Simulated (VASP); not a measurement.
Write the native input for VASP 6.6.1 that does the following.

| Property | Result |
| --- | --- |
| Task | single point |
| Functional | PBE |
| Potentials or basis | VASP PAW PBE potentials, release 64 (Te) |
| Cutoff | 520 eV |
| k mesh | 9 × 9 × 16 |
| Occupations | gaussian, width 0.1 eV |
| Spin | no spin polarisation |
| Dipole correction | no |
| Further INCAR settings | ALGO = Normal; EDIFF = 1e-06; NBANDS = 16 |

The structure of Te lies in POSCAR:

```
Te
1.0
    6.3809924872      0.0000000000      0.0000000000
   -3.1904962436      5.5261015952      0.0000000000
    0.0000000000      0.0000000000      3.1917729647
Te
3
Direct
    0.0000000000      0.5000000000      0.5000000000
    0.5000000000      0.0000000000      0.5000000000
    0.5000000000      0.5000000000      0.5000000000
```

These files were run (other wordings do the same):

INCAR

```
PREC = Accurate
ENCUT = 520
EDIFF = 1E-6
ISMEAR = 0
SIGMA = 0.1
LREAL = False
LASPH = True
NELM = 60
ALGO = Normal
ISIF = 2
LWAVE = False
LCHARG = True
GGA = PE
LELF = True
LVHAR = True
NBANDS = 16
```

KPOINTS

```
Automatic mesh
0
Gamma
  9 9 16
```

Potentials or basis: VASP PAW PBE potentials, release 64 (Te).

Launch:

```bash
$ cat potpaw_PBE.64/Te/POTCAR > POTCAR
$ mpirun -np 1 vasp_std > vasp.out
```

It gave:

The pressure is -0.1 GPa. The band gap on the k mesh is zero (band 9 reaches 7.03 eV, above the bottom of band 10 at 3.85 eV).

Caveat: spin-orbit coupling is left out, which moves the levels of the heavy elements.

Wall time 2.8 min on 1 thread of AMD EPYC 9R45 (Zen 5), with other jobs on the host, peak memory 0.28 GiB.
